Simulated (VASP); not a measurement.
# Sn2H3Br (Fmm2) in VASP: a series of runs, part 2 of 2

VASP 6.6.1. Earlier steps stand in the parts before.

## 3. Relaxation of cell and atoms, PBE

This run uses another cell than the first one, of 16.84 Å³/atom.

Input file INCAR:

```
PREC = Accurate ; ENCUT = 600
EDIFF = 1E-6 ; ISMEAR = 0
SIGMA = 0.15 ; LREAL = F
LASPH = T ; NELM = 80
ALGO = Normal ; ISIF = 3
LWAVE = F ; LCHARG = F
GGA = PE ; IBRION = 2
NSW = 36 ; EDIFFG = -0.08
```

Input file KPOINTS:

```
Automatic mesh
0
Gamma
  3 3 3
```

Input file POSCAR:

```
Sn2H3Br
1.0
    0.0000000000      4.4639010500      4.4057822300
    2.5686851800      0.0000000000      4.4057822300
    2.5686851800      4.4639010500      0.0000000000
Sn H Br
2 3 1
Direct
    0.2514250100      0.2514250100      0.2485749900
    0.7514250100      0.7514250100      0.7485749900
    0.8352320300      0.8352320300      0.1647679700
    0.6672270500      0.3354190100      0.6645809900
    0.3354190100      0.6672270500      0.3327729500
    0.1592720200      0.1592720200      0.8407279800
```

Potentials or basis: VASP PAW PBE potentials, release 64 (Sn_d, H, Br).

Started as:

```sh
$ cat potpaw_PBE.64/Sn_d/POTCAR potpaw_PBE.64/H/POTCAR potpaw_PBE.64/Br/POTCAR > POTCAR
$ mpirun -np 1 vasp_std > vasp.out
```

OUTCAR:

```text
PREC = Accurate
   ENCUT = 600
   EDIFF = 1E-6
   ISMEAR = 0
   LREAL = F
   LASPH = T
   NELM = 80
   ISIF = 3
   GGA = PE
   IBRION = 2
   NSW = 36
   EDIFFG = -0.08

 ion  position               nearest neighbor table
   1  0.251  0.251  0.249-   2 2.57   2 2.57   6 2.70   6 2.70
   2  0.751  0.751  0.749-   1 2.57   1 2.57   6 2.70   6 2.70
   3  0.835  0.835  0.165-
   4  0.667  0.335  0.665-
   5  0.335  0.667  0.333-
   6  0.159  0.159  0.841-   2 2.70   2 2.70   1 2.70   1 2.70

  LATTYP: Found a face centered orthorhombic cell.
 ALAT       =     5.1373703600
 B/A-ratio  =     1.7151896481
 C/A-ratio  =     1.7378155504

  Lattice vectors:

 A1 = (   0.0000000000,   4.4639010500,   4.4057822300)
 A2 = (  -2.5686851800,   4.4639010500,   0.0000000000)
 A3 = (  -2.5686851800,   0.0000000000,   4.4057822300)

Analysis of symmetry for initial positions (statically):
=====================================================================
 Subroutine PRICEL returns:
 Original cell was already a primitive cell.

 Routine SETGRP: Setting up the symmetry group for a
 face centered orthorhombic supercell.

 Subroutine GETGRP returns: Found  4 space group operations
 (whereof  4 operations were pure point group operations)
 out of a pool of  8 trial point group operations.

The static configuration has the point symmetry C_2v.

Analysis of symmetry for dynamics (positions and initial velocities):
=====================================================================
 Subroutine PRICEL returns:
 Original cell was already a primitive cell.

 Routine SETGRP: Setting up the symmetry group for a
 face centered orthorhombic supercell.

 Subroutine GETGRP returns: Found  4 space group operations
 (whereof  4 operations were pure point group operations)
 out of a pool of  8 trial point group operations.

The dynamic configuration has the point symmetry C_2v.

 Subroutine INISYM returns: Found  4 space group operations
 (whereof  4 operations are pure point group operations),
 and found     1 'primitive' translations

----------------------------------------------------------------------------------------

                                     Primitive cell

  volume of cell :     101.0365

  direct lattice vectors                    reciprocal lattice vectors
     0.000000000  4.463901050  4.405782230    -0.194652114  0.112009651  0.113487225
     2.568685180  0.000000000  4.405782230     0.194652114 -0.112009651  0.113487225
     2.568685180  4.463901050  0.000000000     0.194652114  0.112009651 -0.113487225

  length of vectors
     6.271947835  5.099907902  5.150199621     0.251624636  0.251624636  0.251624636

  position of ions in fractional coordinates (direct lattice)
     0.251425010  0.251425010  0.248574990
     0.751425010  0.751425010  0.748574990
     0.835232030  0.835232030  0.164767970
     0.667227050  0.335419010  0.664580990
     0.335419010  0.667227050  0.332772950
     0.159272020  0.159272020  0.840727980

  ion indices of the primitive-cell ions
   primitive index   ion index
                 1           1
                 2           2
[... 43 lines left out ...]
   total plane-waves  NPLWV =  88200
   dimension x,y,z NGX =    50 NGY =   42 NGZ =   42
   dimension x,y,z NGXF=   100 NGYF=   84 NGZF=   84
   ions per type =               2   3   1
   NGX,Y,Z   is equivalent  to a cutoff of  13.25, 13.69, 13.56 a.u.
   NGXF,Y,Z  is equivalent  to a cutoff of  26.51, 27.38, 27.11 a.u.
 SYSTEM =  unknown system
   PREC   = accura    normal or accurate (medium, high low for compatibility)
   ISTART =      0    job   : 0-new  1-cont  2-samecut
   ICHARG =      2    charge: 1-file 2-atom 10-const
   ISPIN  =      1    spin polarized calculation?
   LNONCOLLINEAR =      F non collinear calculations
   LSORBIT =      F    spin-orbit coupling
   LASPH  =      T    aspherical Exc in radial PAW
   ENCUT  =  600.0 eV  44.10 Ry    6.64 a.u.  12.53 10.19 10.29*2*pi/ulx,y,z
   NELM   =     80;   NELMIN=  2; NELMDL= -5     # of ELM steps
   EDIFF  = 0.1E-05   stopping-criterion for ELM
   LREAL  =      F    real-space projection
   EDIFFG = -.8E-01   stopping-criterion for IOM
   NSW    =     36    number of steps for IOM
   IBRION =      2    ionic relax: 0-MD 1-quasi-New 2-CG
   NFREE  =      1    steps in history (QN), initial steepest desc. (CG)
   ISIF   =      3    stress and relaxation
   ISYM   =      2    0-nonsym 1-usesym 2-fastsym
   POTIM  = 0.5000    time-step for ionic-motion
   TEBEG  =    0.0;   TEEND  =   0.0 temperature during run
   PSTRESS=    0.0 pullay stress
   NELECT =      38.0000    total number of electrons
   NUPDOWN=      -1.0000    fix difference up-down
   EMIN   =  10.00;   EMAX   =-10.00  energy-range for DOS
   EFERMI =   0.00;   METHOD = LEGACY
   ISMEAR =     0;   SIGMA  =   0.15  broadening in eV -4-tet -1-fermi 0-gaus
   EFERMI_NEDOS =   21; number of points for ismear=-14 and -15
   IALGO  =     38    algorithm
   IMIX   =      4    mixing-type and parameters
     AMIX     =   0.40;   BMIX     =  1.00
     AMIX_MAG =   1.60;   BMIX_MAG =  1.00
  volume/ion in A,a.u.               =      16.84       113.64
  Fermi-wavevector in a.u.,A,eV,Ry     =   1.181707  2.233103 18.999609  1.396432
  Thomas-Fermi vector in A             =   2.317975
   LORBIT       =      0    0 simple, 1 ext, 2 COOP (PROOUT), +10 PAW based schemes
   GGA     = PE    functional components
   LHFCALC =     F    Hartree Fock is set to
   AEXX    =    0.0000 exact exchange contribution
   IVDW    =     0    specifies the selected vdW correction
   LEPSILON=     F    determine dielectric tensor
   LRPA    =     F    only Hartree local field effects (RPA)
 conjugate gradient relaxation of ions
 non-spin polarized calculation
 Gauss-broadening in eV      SIGMA  =   0.15
  energy-cutoff  :      600.00
  volume of cell :      101.04
 maximum number of plane-waves:      3383
 NGX is ok and might be reduce to    50
   NGX = 25   NGY = 21   NGZ = 21

--------------------------------------- Ionic step        1  -------------------------------------------

 number of electron      37.9999998 magnetization

 Free energy of the ion-electron system (eV)
  ---------------------------------------------------
  ext. energy  EPLUGINS =         0.00000000
  ---------------------------------------------------
  free energy    TOTEN  =       -14.20408993 eV

  energy without entropy =      -14.18382748  energy(sigma->0) =      -14.19395870

------------------------ aborting loop because EDIFF is reached ----------------------------------------

  FORCE on cell =-STRESS in cart. coord.  units (eV):
  Direction    XX          YY          ZZ          XY          YZ          ZX
  --------------------------------------------------------------------------------------
  -------------------------------------------------------------------------------------
  Total       17.9702358      7.6579054     -3.2001044      0.0000000      0.0000000      0.0000000
  in kB      284.9613080    121.4345086    -50.7453525      0.0000000      0.0000000      0.0000000
  external PRESSURE =     118.5501547 kB  Pullay stress =       0.0000000 kB
[... 101 lines left out ...]
  FREE ENERGIE OF THE ION-ELECTRON SYSTEM (eV)
  ---------------------------------------------------
  free  energy   TOTEN  =       -15.9673981821 eV

  energy  without entropy=      -15.9558126769  energy(sigma->0) =      -15.96160543

 E-fermi :   5.4381     XC(G=0):  -9.6312

 val. band max:        4.9690120266   @ k =  -0.3333   0.3333   0.0000
 cond. band min:       5.4938508020   @ k =   0.3333   0.3333   0.0000
 fundamental gap:      0.5248387754
 Fermi energy:         5.4381171740

 k-point     1 :       0.0000    0.0000    0.0000
  band No.  band energies     occupation
      1     -16.4343      2.00000
      2     -16.4134      2.00000
      3     -16.3517      2.00000
      4     -16.3420      2.00000
      5     -16.3400      2.00000
      6     -16.3118      2.00000
[... 197 lines left out ...]
     22       8.9633      0.00000
     23       9.2353      0.00000

[... ionic steps 4 to 33 ...]

--------------------------------------- Ionic step       34  -------------------------------------------

 number of electron      37.9999997 magnetization

------------------------ aborting loop because EDIFF is reached ----------------------------------------
[... 75 lines left out ...]
--------------------------------------- Ionic step       36  -------------------------------------------

 number of electron      37.9999995 magnetization

 Free energy of the ion-electron system (eV)
  ---------------------------------------------------
  ext. energy  EPLUGINS =         0.00000000
  ---------------------------------------------------
  free energy    TOTEN  =       -17.68928104 eV

  energy without entropy =      -17.68883799  energy(sigma->0) =      -17.68905952

 E-fermi :   2.0512     XC(G=0):  -7.4941

 val. band max:        1.8025587029   @ k =   0.0000   0.0000   0.0000
 cond. band min:       2.3542205296   @ k =  -0.3333   0.3333   0.0000
 fundamental gap:      0.5516618266
 Fermi energy:         2.0511868375

 k-point     1 :       0.0000    0.0000    0.0000
  band No.  band energies     occupation
      1     -19.8975      2.00000
      2     -19.8099      2.00000
      3     -19.7679      2.00000
      4     -19.7580      2.00000
      5     -19.7558      2.00000
      6     -19.7533      2.00000
[... 230 lines left out ...]
  FREE ENERGIE OF THE ION-ELECTRON SYSTEM (eV)
  ---------------------------------------------------
  free  energy   TOTEN  =       -17.6892810376 eV

  energy  without entropy=      -17.6888379932  energy(sigma->0) =      -17.68905952

 reached required accuracy - stopping structural energy minimisation
```

OSZICAR:

```text
N       E                     dE             d eps       ncg     rms          rms(c)
DAV:   1     0.342559349461E+03    0.34256E+03   -0.21033E+04   368   0.235E+03
DAV:   2     0.299045336157E+02   -0.31265E+03   -0.30873E+03   368   0.528E+02
DAV:   3    -0.133533739027E+02   -0.43258E+02   -0.42947E+02   452   0.172E+02
[... 400 lines left out ...]
DAV:   5    -0.176892934595E+02    0.38093E-03   -0.11068E-03   575   0.219E-01    0.474E-02
DAV:   6    -0.176892806428E+02    0.12817E-04   -0.11115E-04   403   0.111E-01    0.203E-02
DAV:   7    -0.176892830444E+02   -0.24016E-05   -0.17145E-05   412   0.376E-02    0.599E-03
DAV:   8    -0.176892810714E+02    0.19729E-05   -0.34481E-06   346   0.192E-02    0.216E-03
DAV:   9    -0.176892810376E+02    0.33804E-07   -0.44688E-07   191   0.513E-03
  36 F= -.17689281E+02 E0= -.17689060E+02  d E =-.127169E-01
```

CONTCAR:

```text
Sn2H3Br
   1.00000000000000
     0.0000000000000000    3.9396223984273457    5.8498823355233389
     3.1587229938906658    0.0000000000000000    5.8498823355233389
     3.1587229938906658    3.9396223984273457    0.0000000000000000
  Sn              H               Br
     2     3     1
Direct
     0.3249900860885163    0.3249900860885163    0.1750099139114837
     0.8249900860885163    0.8249900860885163    0.6750099139114837
     0.8361980764228450    0.8361980764228450    0.1638019235771551
     0.6080691598202054    0.2441089724095139    0.7558910275904860
     0.2441089724095139    0.6080691598202054    0.3919308401797946
     0.1616437491704071    0.1616437491704071    0.8383562508295929

  0.00000000E+00  0.00000000E+00  0.00000000E+00
  0.00000000E+00  0.00000000E+00  0.00000000E+00
  0.00000000E+00  0.00000000E+00  0.00000000E+00
  0.00000000E+00  0.00000000E+00  0.00000000E+00
  0.00000000E+00  0.00000000E+00  0.00000000E+00
  0.00000000E+00  0.00000000E+00  0.00000000E+00
```

It took 22 min on 1 thread of Intel Xeon Platinum 8259CL at 2.50GHz (Skylake/Cascade Lake), shared host; peak memory 0.31 GiB.

Results:

```yaml
Free_energy: -17.6893 eV
Relaxed_volume: 24.27 Å³/atom
Relaxed_cell: a = 7.053 Å, b = 6.648 Å, c = 5.050 Å, α = 72.71°, β = 64.16°, γ = 43.13°
Space_group_after_relaxing_to_0.1_Å: Fmm2 (No. 42)
Energy_gained_by_relaxing: 580.9 meV/atom
Ionic_steps: 36
Pressure_after_relaxing: -0.1 GPa
Largest_force_after_relaxing: 0.044 eV/Å
Band_gap_on_the_k_mesh: 0.55 eV (least direct gap 0.65 eV)
```

Forces on the atoms (eV/Å):
```
Sn   0.000  0.000 -0.003
Sn   0.000  0.000 -0.003
H    0.000  0.000 -0.021
H    0.000 -0.039  0.022
H    0.000  0.039  0.022
Br   0.000  0.000 -0.017
```

Stress tensor (GPa, compression positive):
```
 0.16  0.00  0.00
 0.00 -0.07  0.00
 0.00  0.00 -0.30
```

The path:
```tsv
step	energy change (eV)	largest force (eV/Å)	pressure (GPa)	volume (Å³)
1	0.0000	1.5331	11.86	101.04
2	-1.7109	0.5398	-1.40	119.60
3	-1.7633	0.5640	-2.56	122.88
4	-1.7309	0.6046	-4.29	129.48
5	-1.7714	0.5772	-3.13	124.82
6	-2.0262	0.5528	-2.24	119.16
7	-2.2077	0.6264	-0.65	111.62
8	-2.1042	0.7983	4.78	96.60
9	-2.2477	0.6992	0.90	106.10
10	-2.3682	0.6143	0.50	106.48
11	-2.6016	0.3631	-0.25	107.52
12	-2.4704	0.5623	-0.01	109.14
13	-2.6416	0.3782	-0.42	108.17
14	-2.7408	0.1171	1.08	106.24
15	-2.7427	0.1374	1.37	105.91
16	-2.8130	0.3247	-0.17	112.65
17	-2.8307	0.4249	-0.90	117.51
18	-2.8866	0.4877	-0.72	119.14
19	-2.9807	0.6672	0.16	123.46
20	-2.9865	0.7263	0.50	124.71
21	-3.0639	0.7305	0.11	129.36
22	-3.2181	0.6615	-0.76	142.71
23	-3.2328	0.6186	-0.97	147.39
24	-3.3479	0.3646	-0.32	146.92
25	-3.3677	0.2275	0.07	146.49
26	-3.3687	0.1913	0.20	146.34
27	-3.3985	0.1532	-0.24	148.13
28	-3.4259	0.1396	-0.91	151.06
29	-3.3773	0.3463	-2.19	156.88
30	-3.4289	0.1619	-1.13	152.03
31	-3.4394	0.1510	-1.09	151.67
32	-3.4631	0.1228	-0.96	150.58
33	-3.4655	0.1158	-0.66	148.28
34	-3.4725	0.0985	-0.82	149.44
35	-3.4795	0.0595	-0.57	148.10
36	-3.4852	0.0445	-0.07	145.59
```

Final structure:
```
Sn H Br
1.0
     0.00000    3.93962    5.84988
     3.15872    0.00000    5.84988
     3.15872    3.93962    0.00000
Sn H Br
2 3 1
Direct
  0.32499 0.32499 0.17501
  0.82499 0.82499 0.67501
  0.83620 0.83620 0.16380
  0.60807 0.24411 0.75589
  0.24411 0.60807 0.39193
  0.16164 0.16164 0.83836
```

Levels at points of the mesh, in eV from the valence-band top:
```tsv
k point	band 16	band 17	band 18	band 19	band 20	band 21	band 22	band 23
(0.00, 0.00, 0.00)	-3.05	-2.69	-2.42	0.00	0.65	0.91	1.80	3.48
```

Caveat: the k points lie up to 0.46 Å⁻¹ apart in the final cell; the volume moved by over 15 % at a fixed basis, so the end points are rough; spin-orbit coupling is left out, which moves the levels of the heavy elements; an odd mesh through Γ misses points on the zone boundary, where band edges can lie; the relaxation stopped at a loose force limit of 0.08 eV/Å, so its end isn't a converged minimum.
